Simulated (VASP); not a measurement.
The system is Ta.

```
Ta
1.0
    -1.65157    1.65157    1.65157
     1.65157   -1.65157    1.65157
     1.65157    1.65157   -1.65157
Ta
1
Cartesian
  0.0000 0.0000 0.0000
```

```yaml
Program: VASP 6.6.1
Task: relaxation of cell and atoms
Functional: LDA
Potentials_or_basis: VASP PAW LDA potentials, release 64 (Ta_pv)
Cutoff: 600 eV
k_mesh: 18 × 18 × 18
Occupations: fermi-dirac, width 0.08 eV
Spin: no spin polarisation
```

At the start: pressure -8.4 GPa; volume 18.02 Å³/atom.

Question: How do energy, volume and symmetry change on relaxing?

Answer: Over 7 steps the energy falls by 20.0 meV/atom and the volume is 17.28 Å³/atom (-4.1 %); space group Im-3m (No. 229, to 0.05 Å).

The path:
| step | energy change (eV) | largest force (eV/Å) | pressure (GPa) | volume (Å³) |
| --- | --- | --- | --- | --- |
| 1 | 0.0000 | 0.0000 | -8.39 | 18.02 |
| 2 | 0.1012 | 0.0000 | 26.02 | 15.67 |
| 3 | -0.0200 | 0.0000 | -0.35 | 17.31 |
| 4 | -0.0200 | 0.0000 | -0.06 | 17.29 |
| 5 | -0.0200 | 0.0000 | 0.14 | 17.27 |
| 6 | -0.0200 | 0.0000 | -0.23 | 17.30 |
| 7 | -0.0200 | 0.0000 | -0.02 | 17.28 |

Final structure:
```cif
data_structure
_symmetry_space_group_name_H-M 'P 1'
_symmetry_Int_Tables_number 1
_cell_length_a 2.8211
_cell_length_b 2.8211
_cell_length_c 2.8211
_cell_angle_alpha 109.471
_cell_angle_beta 109.471
_cell_angle_gamma 109.471
_cell_volume 17.28
loop_
_atom_site_label
_atom_site_type_symbol
_atom_site_fract_x
_atom_site_fract_y
_atom_site_fract_z
_atom_site_occupancy
Ta1 Ta 0.00000 0.00000 0.00000 1
```
